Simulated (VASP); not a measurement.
# GaN (I-4m2) in VASP: single point with r2SCAN

Aim: the single point of GaN with r2SCAN.

Program: VASP 6.6.1. These are calculated values, not measurements. Logs are shortened: lines on timing, memory, paths and dates and some standing lists are left out, and cuts for length are marked.

**1. The cell of the first run**

It takes space group I-4m2 (No. 119, tetragonal). Conventional cell: a = 3.180 Å, b = 3.180 Å, c = 4.318 Å, α = 90.00°, β = 90.00°, γ = 90.00°. Within 2.5 Å of Ga (site symmetry -4m2) lie 4 N at 1.92 Å. N (site symmetry -4m2) has 4 Ga at 1.92 Å within 2.5 Å.

**2. Single point, r2SCAN, non-collinear spin, zero start, spin-orbit coupling (uniaxial z strain -4.0%)**

POSCAR

```
GaN
1.0
    0.0000000000      2.2489525411      2.1589944395
    2.2489525411      0.0000000000      2.1589944395
    2.2489525411      2.2489525411      0.0000000000
Ga N
1 1
Direct
    0.0000000000      0.0000000000      0.0000000000
    0.2500000000      0.2500000000      0.2500000000
```

INCAR.step1

```
SYSTEM = GaN
ALGO = Normal
EDIFF = 1E-4
ENCUT = 520
GGA = PE
GGA_COMPAT = .FALSE.
ISMEAR = 0
LASPH = .TRUE.
LCHARG = .FALSE.
LNONCOLLINEAR = .TRUE.
LREAL = .FALSE.
LSORBIT = .TRUE.
LWAVE = .TRUE.
MAGMOM = 0 0 0 0 0 0
NBANDS = 30
NELM = 150
PREC = Accurate
SIGMA = 0.01
```

INCAR.step2

```
SYSTEM = GaN
ALGO = Normal
EDIFF = 1E-6
ENCUT = 520
GGA_COMPAT = .FALSE.
ISIF = 2
ISMEAR = 0
ISTART = 1
LASPH = .TRUE.
LCHARG = .FALSE.
LMIXTAU = .TRUE.
LNONCOLLINEAR = .TRUE.
LORBIT = 11
LORBMOM = .TRUE.
LREAL = .FALSE.
LSORBIT = .TRUE.
LWAVE = .FALSE.
MAGMOM = 0 0 0 0 0 0
METAGGA = R2SCAN
NBANDS = 30
NELM = 150
PREC = Accurate
SIGMA = 0.01
```

KPOINTS

```
k-points
0
G
  10 10 10
  0 0 0
```

Potentials or basis: VASP PAW PBE potentials, release 64 (Ga_d, N).

Run with:

```sh
> cat potpaw_PBE.64/Ga_d/POTCAR potpaw_PBE.64/N/POTCAR > POTCAR
> cp INCAR.step1 INCAR
> mpirun -np 1 vasp_ncl > vasp.out
> cp INCAR.step2 INCAR
> mpirun -np 1 vasp_ncl > vasp.out
```

OUTCAR:

```text
SYSTEM = GaN
   EDIFF = 1E-6
   ENCUT = 520
   ISIF = 2
   ISMEAR = 0
   ISTART = 1
   LASPH = .TRUE.
   LNONCOLLINEAR = .TRUE.
   LORBIT = 11
   LREAL = .FALSE.
   LSORBIT = .TRUE.
   METAGGA = R2SCAN
   NELM = 150
   PREC = Accurate

 ion  position               nearest neighbor table
   1  0.000  0.000  0.000-   2 1.92   2 1.92   2 1.92   2 1.92
   2  0.250  0.250  0.250-   1 1.92   1 1.92   1 1.92   1 1.92

  LATTYP: Found a body centered tetragonal cell.
 ALAT       =     3.1804991848
 C/A-ratio  =     1.3576450199

  Lattice vectors:

 A1 = (   0.0000000000,  -2.2489525411,  -2.1589944395)
 A2 = (   0.0000000000,   2.2489525411,  -2.1589944395)
 A3 = (   2.2489525411,   0.0000000000,   2.1589944395)

Analysis of symmetry for initial positions (statically):
=====================================================================
 Subroutine PRICEL returns:
 Original cell was already a primitive cell.

 Routine SETGRP: Setting up the symmetry group for a
 body centered tetragonal supercell.

 Subroutine GETGRP returns: Found  8 space group operations
 (whereof  8 operations were pure point group operations)
 out of a pool of 16 trial point group operations.

The static configuration has the point symmetry D_2d.

Analysis of symmetry for dynamics (positions and initial velocities):
=====================================================================
 Subroutine PRICEL returns:
 Original cell was already a primitive cell.

 Routine SETGRP: Setting up the symmetry group for a
 body centered tetragonal supercell.

 Subroutine GETGRP returns: Found  8 space group operations
 (whereof  8 operations were pure point group operations)
 out of a pool of 16 trial point group operations.

The dynamic configuration has the point symmetry D_2d.

Analysis of structural, dynamic, and magnetic symmetry:
=====================================================================
 Subroutine PRICEL returns:
 Original cell was already a primitive cell.

 Routine SETGRP: Setting up the symmetry group for a
 body centered tetragonal supercell.

 Subroutine GETGRP returns: Found  8 space group operations
 (whereof  8 operations were pure point group operations)
 out of a pool of 16 trial point group operations.

The overall configuration has the point symmetry D_2d.

 Subroutine INISYM returns: Found  8 space group operations
 (whereof  8 operations are pure point group operations),
 and found     1 'primitive' translations

----------------------------------------------------------------------------------------

                                     Primitive cell

  volume of cell :      21.8395

  direct lattice vectors                    reciprocal lattice vectors
     0.000000000  2.248952541  2.158994439    -0.222325723  0.222325723  0.231589295
     2.248952541  0.000000000  2.158994439     0.222325723 -0.222325723  0.231589295
     2.248952541  2.248952541  0.000000000     0.222325723  0.222325723 -0.231589295

  length of vectors
     3.117538215  3.117538215  3.180499185     0.390501032  0.390501032  0.390501032

  position of ions in fractional coordinates (direct lattice)
     0.000000000  0.000000000  0.000000000
     0.250000000  0.250000000  0.250000000

  ion indices of the primitive-cell ions
   primitive index   ion index
                 1           1
                 2           2

----------------------------------------------------------------------------------------

 KPOINTS: k-points

Automatic generation of k-mesh.
 Grid dimensions read from file:
 generate k-points for:   10   10   10

 Generating k-lattice:

  Cartesian coordinates                     Fractional coordinates (reciprocal lattice)
    -0.022232572  0.022232572  0.023158929     0.100000000  0.000000000  0.000000000
[... 100 lines left out ...]
 number of electron      18.0000009 magnetization      -0.0000000      0.0000000     -0.0000000

 number of electron      18.0000009 magnetization       0.0000000      0.0000000      0.0000000

 Free energy of the ion-electron system (eV)
  ---------------------------------------------------
  ext. energy  EPLUGINS =         0.00000000
  ---------------------------------------------------
  free energy    TOTEN  =       -21.86119812 eV

  energy without entropy =      -21.86119812  energy(sigma->0) =      -21.86119812

 E-fermi :   5.8344     XC(G=0): -12.9150

 val. band max:        5.6590327322   @ k =   0.0000   0.0000   0.0000
 cond. band min:       7.9681977527   @ k =   0.0000   0.0000   0.0000
 fundamental gap:      2.3091650204
 Fermi energy:         5.8343915144

 k-point     1 :       0.0000    0.0000    0.0000
  band No.  band energies     occupation
      1     -11.6040      1.00000
      2     -11.6040      1.00000
      3      -8.5224      1.00000
      4      -8.5224      1.00000
      5      -8.4986      1.00000
      6      -8.4986      1.00000
[... 781 lines left out ...]
     29      22.9675      0.00000
     30      23.0056      0.00000

 [... further k-points ...]

------------------------ aborting loop because EDIFF is reached ----------------------------------------

  FORCE on cell =-STRESS in cart. coord.  units (eV):
  Direction    XX          YY          ZZ          XY          YZ          ZX
  --------------------------------------------------------------------------------------
  -------------------------------------------------------------------------------------
  Total        1.1300127      1.1300127      1.7510114      0.0000000     -0.0000000      0.0000000
  in kB       82.8994778     82.8994778    128.4569038      0.0000000     -0.0000000      0.0000000
  external PRESSURE =      98.0852865 kB  Pullay stress =       0.0000000 kB

 VOLUME and BASIS-vectors are now :
 -----------------------------------------------------------------------------
  energy-cutoff  :      520.00
  volume of cell :       21.84
      direct lattice vectors                 reciprocal lattice vectors
     0.000000000  2.248952541  2.158994439    -0.222325723  0.222325723  0.231589295
     2.248952541  0.000000000  2.158994439     0.222325723 -0.222325723  0.231589295
     2.248952541  2.248952541  0.000000000     0.222325723  0.222325723 -0.231589295

 POSITION                                       TOTAL-FORCE (eV/Angst)
 -----------------------------------------------------------------------------------
      0.00000      0.00000      0.00000         0.000000      0.000000      0.000000
      1.12448      1.12448      1.07950        -0.000000     -0.000000     -0.000000
 -----------------------------------------------------------------------------------
    total drift:                               -0.000001     -0.000001     -0.000006

  FREE ENERGIE OF THE ION-ELECTRON SYSTEM (eV)
  ---------------------------------------------------
  free  energy   TOTEN  =       -21.8611981150 eV

  energy  without entropy=      -21.8611981150  energy(sigma->0) =      -21.86119812

 orbital moment (x)

 # of ion     p       d       tot
 ----------------------------------------
  1        -0.000   0.000   0.000
  2         0.000   0.000   0.000
 ----------------------------------------
            0.000   0.000   0.000

 orbital moment (y)

 # of ion     p       d       tot
 ----------------------------------------
  1         0.000   0.000   0.000
  2         0.000   0.000   0.000
 ----------------------------------------
            0.000   0.000   0.000

 orbital moment (z)

 # of ion     p       d       tot
 ----------------------------------------
  1         0.000  -0.000  -0.000
  2         0.000   0.000   0.000
 ----------------------------------------
            0.000  -0.000   0.000

 Spin-Orbit-Coupling matrix elements

 Ion:    1  E_soc:     -0.0104860
 l=   1
     0.0000000    -0.0009495    -0.0009577
    -0.0009495     0.0000000    -0.0009495
    -0.0009577    -0.0009495     0.0000000
 l=   2
     0.0000000    -0.0001667     0.0000000    -0.0001667    -0.0006271
    -0.0001667     0.0000000    -0.0004724    -0.0001664    -0.0001573
     0.0000000    -0.0004724     0.0000000    -0.0004724     0.0000000
    -0.0001667    -0.0001664    -0.0004724     0.0000000    -0.0001573
    -0.0006271    -0.0001573     0.0000000    -0.0001573     0.0000000
 l=   3
     0.0000000     0.0000000     0.0000000     0.0000000     0.0000000     0.0000000     0.0000000
     0.0000000     0.0000000     0.0000000     0.0000000     0.0000000     0.0000000     0.0000000
     0.0000000     0.0000000     0.0000000     0.0000000     0.0000000     0.0000000     0.0000000
     0.0000000     0.0000000     0.0000000     0.0000000     0.0000000     0.0000000     0.0000000
     0.0000000     0.0000000     0.0000000     0.0000000     0.0000000     0.0000000     0.0000000
     0.0000000     0.0000000     0.0000000     0.0000000     0.0000000     0.0000000     0.0000000
     0.0000000     0.0000000     0.0000000     0.0000000     0.0000000     0.0000000     0.0000000

 Ion:    2  E_soc:     -0.0000889
 l=   1
     0.0000000    -0.0000150    -0.0000146
    -0.0000150     0.0000000    -0.0000150
    -0.0000146    -0.0000150     0.0000000
 l=   2
     0.0000000     0.0000000     0.0000000     0.0000000     0.0000000
     0.0000000     0.0000000     0.0000000     0.0000000     0.0000000
     0.0000000     0.0000000     0.0000000     0.0000000     0.0000000
     0.0000000     0.0000000     0.0000000     0.0000000     0.0000000
     0.0000000     0.0000000     0.0000000     0.0000000     0.0000000
 l=   3
     0.0000000     0.0000000     0.0000000     0.0000000     0.0000000     0.0000000     0.0000000
     0.0000000     0.0000000     0.0000000     0.0000000     0.0000000     0.0000000     0.0000000
     0.0000000     0.0000000     0.0000000     0.0000000     0.0000000     0.0000000     0.0000000
     0.0000000     0.0000000     0.0000000     0.0000000     0.0000000     0.0000000     0.0000000
     0.0000000     0.0000000     0.0000000     0.0000000     0.0000000     0.0000000     0.0000000
     0.0000000     0.0000000     0.0000000     0.0000000     0.0000000     0.0000000     0.0000000
     0.0000000     0.0000000     0.0000000     0.0000000     0.0000000     0.0000000     0.0000000

 total charge

# of ion       s       p       d       tot
------------------------------------------
    1        0.767   0.934  10.220  11.921
    2        1.232   2.578   0.000   3.811
--------------------------------------------------
tot          1.999   3.513  10.220  15.731

 magnetization (x)

# of ion       s       p       d       tot
------------------------------------------
    1       -0.000   0.000   0.000   0.000
    2       -0.000   0.000   0.000   0.000
--------------------------------------------------
tot         -0.000   0.000   0.000   0.000

 magnetization (y)

# of ion       s       p       d       tot
------------------------------------------
    1        0.000   0.000   0.000   0.000
    2        0.000   0.000   0.000   0.000
--------------------------------------------------
tot          0.000   0.000   0.000   0.000

 magnetization (z)

# of ion       s       p       d       tot
------------------------------------------
    1        0.000   0.000  -0.000   0.000
    2        0.000  -0.000   0.000  -0.000
--------------------------------------------------
tot          0.000   0.000  -0.000   0.000
```

It took 6.8 min on 1 thread of Intel Xeon 6975P-C (Granite Rapids), shared host; peak memory 0.32 GiB.

Results:

- Free energy: -21.8612 eV
- Pressure: 9.8 GPa
- Net moment: 0.00 μB per cell
- Valence electrons inside the program's atomic spheres: Ga 11.92; N 3.81

Moments on the atoms (μB; x, y, z):
```
Ga  0.00 0.00 0.00
N   0.00 0.00 0.00
```

Caveat: the cell differs from its parent crystal (uniaxial z strain -4.0%); the cell stands under pressure; the structure was generated, so it needn't be the stable form of GaN; the PAW data sets were made with another functional, which shifts forces and pressure a little.
